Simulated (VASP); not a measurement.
# HfC (P6_3mc) in VASP: single point with r2SCAN

Aim: the single point of HfC with r2SCAN.

Program: VASP 6.6.1. These are calculated values, not measurements. Logs are shortened: lines on timing, memory, paths and dates and some standing lists are left out, and cuts for length are marked.

## (1) The cell of the first run

Symmetry: P6_3mc, No. 186, hexagonal system. Conventional cell: a = 3.832 Å, b = 3.832 Å, c = 4.650 Å, α = 90.00°, β = 90.00°, γ = 120.00°. Hf (site symmetry 3m) has 5 C at 2.21 to 2.40 Å within 2.9 Å. C (site symmetry 3m) has 5 Hf at 2.21 to 2.40 Å within 2.9 Å.

## (2) Single point, r2SCAN

File POSCAR:

```
HfC
1.0
    3.8322690023      0.0000000000      0.0000000000
   -1.9161345012      3.3188423101      0.0000000000
    0.0000000000      0.0000000000      4.6499174167
Hf C
2 2
Direct
    0.3333333333      0.6666666667      0.4459775374
    0.6666666667      0.3333333333      0.9459775374
    0.3333333333      0.6666666667      0.9290224626
    0.6666666667      0.3333333333      0.4290224626
```

File INCAR.step1:

```
SYSTEM = HfC
PREC = Accurate
ENCUT = 520
ISMEAR = 0
SIGMA = 0.1
LREAL = .False.
LASPH = .True.
NELM = 60
NBANDS = 22
GGA = PE
ALGO = Normal
EDIFF = 1E-4
LWAVE = .True.
LCHARG = .False.
```

File INCAR.step2:

```
SYSTEM = HfC
PREC = Accurate
ENCUT = 520
EDIFF = 1E-6
ISMEAR = 0
SIGMA = 0.1
LREAL = .False.
LASPH = .True.
NELM = 60
ALGO = Normal
ISIF = 2
LWAVE = .False.
LCHARG = .False.
METAGGA = R2SCAN
LMIXTAU = .True.
NBANDS = 22
ISTART = 1
```

File KPOINTS:

```
regular mesh
0
Gamma
  6 6 4
  0 0 0
```

Potentials or basis: VASP PAW PBE potentials, release 64 (Hf_pv, C).

On the command line:

```
> cat potpaw_PBE.64/Hf_pv/POTCAR potpaw_PBE.64/C/POTCAR > POTCAR
> cp INCAR.step1 INCAR
> mpirun -np 1 vasp_std > vasp.out
> cp INCAR.step2 INCAR
> mpirun -np 1 vasp_std > vasp.out
```

OUTCAR:

```text
SYSTEM = HfC
   PREC = Accurate
   ENCUT = 520
   EDIFF = 1E-6
   ISMEAR = 0
   LREAL = .False.
   LASPH = .True.
   NELM = 60
   ISIF = 2
   METAGGA = R2SCAN
   ISTART = 1

 ion  position               nearest neighbor table
   1  0.333  0.667  0.446-   4 2.21   4 2.21   4 2.21   3 2.25   3 2.40   2 3.21   2 3.21   2 3.21
                             2 3.21   2 3.21   2 3.21
   2  0.667  0.333  0.946-   3 2.21   3 2.21   3 2.21   4 2.25   4 2.40   1 3.21   1 3.21   1 3.21
                             1 3.21   1 3.21   1 3.21
   3  0.333  0.667  0.929-   2 2.21   2 2.21   2 2.21   1 2.25   1 2.40
   4  0.667  0.333  0.429-   1 2.21   1 2.21   1 2.21   2 2.25   2 2.40

  LATTYP: Found a hexagonal cell.
 ALAT       =     3.8322690023
 C/A-ratio  =     1.2133588258

  Lattice vectors:

 A1 = (   3.8322690023,   0.0000000000,   0.0000000000)
 A2 = (  -1.9161345012,   3.3188423101,   0.0000000000)
 A3 = (   0.0000000000,   0.0000000000,   4.6499174167)

Analysis of symmetry for initial positions (statically):
=====================================================================
 Subroutine PRICEL returns:
 Original cell was already a primitive cell.

 Routine SETGRP: Setting up the symmetry group for a
 hexagonal supercell.

 Subroutine GETGRP returns: Found 12 space group operations
 (whereof  6 operations were pure point group operations)
 out of a pool of 24 trial point group operations.

The static configuration has the point symmetry C_3v.
 The point group associated with its full space group is C_6v.

Analysis of symmetry for dynamics (positions and initial velocities):
=====================================================================
 Subroutine PRICEL returns:
 Original cell was already a primitive cell.

 Routine SETGRP: Setting up the symmetry group for a
 hexagonal supercell.

 Subroutine GETGRP returns: Found 12 space group operations
 (whereof  6 operations were pure point group operations)
 out of a pool of 24 trial point group operations.

The dynamic configuration has the point symmetry C_3v.
 The point group associated with its full space group is C_6v.

 Subroutine INISYM returns: Found 12 space group operations
 (whereof  6 operations are pure point group operations),
 and found     1 'primitive' translations
[... 89 lines left out ...]
   ISPIN  =      1    spin polarized calculation?
   LNONCOLLINEAR =      F non collinear calculations
   LSORBIT =      F    spin-orbit coupling
   LASPH  =      T    aspherical Exc in radial PAW
   ENCUT  =  520.0 eV  38.22 Ry    6.18 a.u.   7.13  7.13  8.65*2*pi/ulx,y,z
   NELM   =     60;   NELMIN=  2; NELMDL=  0     # of ELM steps
   EDIFF  = 0.1E-05   stopping-criterion for ELM
   LREAL  =      F    real-space projection
   EDIFFG = 0.1E-04   stopping-criterion for IOM
   NSW    =      0    number of steps for IOM
   IBRION =     -1    ionic relax: 0-MD 1-quasi-New 2-CG
   NFREE  =      0    steps in history (QN), initial steepest desc. (CG)
   ISIF   =      2    stress and relaxation
   ISYM   =      2    0-nonsym 1-usesym 2-fastsym
   POTIM  = 0.5000    time-step for ionic-motion
   TEBEG  =    0.0;   TEEND  =   0.0 temperature during run
   PSTRESS=    0.0 pullay stress
   NELECT =      28.0000    total number of electrons
   NUPDOWN=      -1.0000    fix difference up-down
   EMIN   =  10.00;   EMAX   =-10.00  energy-range for DOS
   EFERMI =   0.00;   METHOD = LEGACY
   ISMEAR =     0;   SIGMA  =   0.10  broadening in eV -4-tet -1-fermi 0-gaus
   EFERMI_NEDOS =   21; number of points for ismear=-14 and -15
   IALGO  =     38    algorithm
   IMIX   =      4    mixing-type and parameters
     AMIX     =   0.40;   BMIX     =  1.00
     AMIX_MAG =   1.60;   BMIX_MAG =  1.00
  volume/ion in A,a.u.               =      14.79        99.78
  Fermi-wavevector in a.u.,A,eV,Ry     =   1.275944  2.411184 22.150729  1.628033
  Thomas-Fermi vector in A             =   2.408628
   LORBIT       =      0    0 simple, 1 ext, 2 COOP (PROOUT), +10 PAW based schemes
   METAGGA = R2SCAN    functional components
   LHFCALC =     F    Hartree Fock is set to
   AEXX    =    0.0000 exact exchange contribution
   IVDW    =     0    specifies the selected vdW correction
   LEPSILON=     F    determine dielectric tensor
   LRPA    =     F    only Hartree local field effects (RPA)
 non-spin polarized calculation
 Gauss-broadening in eV      SIGMA  =   0.10
  energy-cutoff  :      520.00
  volume of cell :       59.14
 maximum number of plane-waves:      1614
 NGX is ok and might be reduce to    30
   NGX = 15   NGY = 15   NGZ = 17

 number of electron      28.0000002 magnetization

 Free energy of the ion-electron system (eV)
  ---------------------------------------------------
  ext. energy  EPLUGINS =         0.00000000
  ---------------------------------------------------
  free energy    TOTEN  =      -113.63942043 eV

  energy without entropy =     -113.63760092  energy(sigma->0) =     -113.63851068

 E-fermi :   4.5974     XC(G=0): -11.9149

 val. band max:        4.3619280874   @ k =   0.1667  -0.0000   0.0000
 cond. band min:       4.6951273558   @ k =   0.3333   0.1667   0.0000
 fundamental gap:      0.3331992684
 Fermi energy:         4.5974347275

 k-point     1 :       0.0000    0.0000    0.0000
  band No.  band energies     occupation
      1     -26.8396      2.00000
      2     -26.6695      2.00000
      3     -26.6695      2.00000
      4     -26.4646      2.00000
      5     -26.4646      2.00000
      6     -26.2420      2.00000
[... 514 lines left out ...]
     21      11.0990      0.00000
     22      11.0990      0.00000

------------------------ aborting loop because EDIFF is reached ----------------------------------------

  FORCE on cell =-STRESS in cart. coord.  units (eV):
  Direction    XX          YY          ZZ          XY          YZ          ZX
  --------------------------------------------------------------------------------------
  -------------------------------------------------------------------------------------
  Total       -0.2652099     -0.2652099     -0.3471276      0.0000000      0.0000000      0.0000000
  in kB       -7.1847646     -7.1847646     -9.4039838      0.0000000      0.0000000      0.0000000
  external PRESSURE =      -7.9245043 kB  Pullay stress =       0.0000000 kB

 VOLUME and BASIS-vectors are now :
 -----------------------------------------------------------------------------
  energy-cutoff  :      520.00
  volume of cell :       59.14
      direct lattice vectors                 reciprocal lattice vectors
     3.832269002  0.000000000  0.000000000     0.260942016  0.150654943  0.000000000
    -1.916134501  3.318842310  0.000000000     0.000000000  0.301309887  0.000000000
     0.000000000  0.000000000  4.649917417     0.000000000  0.000000000  0.215057583

 POSITION                                       TOTAL-FORCE (eV/Angst)
 -----------------------------------------------------------------------------------
     -0.00000      2.21256      2.07376         0.000000      0.000000     -0.000982
      1.91613      1.10628      4.39872        -0.000000      0.000000     -0.000982
     -0.00000      2.21256      4.31988         0.000000      0.000000      0.000982
      1.91613      1.10628      1.99492         0.000000      0.000000      0.000982
 -----------------------------------------------------------------------------------
    total drift:                               -0.000000     -0.000000     -0.005738

  FREE ENERGIE OF THE ION-ELECTRON SYSTEM (eV)
  ---------------------------------------------------
  free  energy   TOTEN  =      -113.6394204350 eV

  energy  without entropy=     -113.6376009231  energy(sigma->0) =     -113.63851068
```

OUTCAR.step1:

```text
SYSTEM = HfC
   PREC = Accurate
   ENCUT = 520
   ISMEAR = 0
   LREAL = .False.
   LASPH = .True.
   NELM = 60
[... 752 lines left out ...]
      1.91613      1.10628      4.39872        -0.000000      0.000000     -0.037616
     -0.00000      2.21256      4.31988         0.000000      0.000000      0.037616
      1.91613      1.10628      1.99492        -0.000000     -0.000000      0.037616
 -----------------------------------------------------------------------------------
    total drift:                               -0.000000     -0.000000     -0.000335

  FREE ENERGIE OF THE ION-ELECTRON SYSTEM (eV)
  ---------------------------------------------------
  free  energy   TOTEN  =       -41.0049856162 eV

  energy  without entropy=      -41.0030293993  energy(sigma->0) =      -41.00400751
```

It took 59 s on 1 thread of Intel Xeon 6975P-C (Granite Rapids), shared host; peak memory 0.19 GiB.

What came out:

```yaml
Free_energy: -113.6394 eV
Pressure: -0.8 GPa
Band_gap_on_the_k_mesh: zero (band 14 reaches 5.51 eV, above the bottom of band 15 at 4.70 eV)
```

Stress tensor (GPa, compression positive):
```
-0.72  0.00  0.00
 0.00 -0.72  0.00
 0.00  0.00 -0.94
```

Caveat: the PAW data sets were made with another functional, which shifts forces and pressure a little; spin-orbit coupling is left out, which moves the levels of the heavy elements.
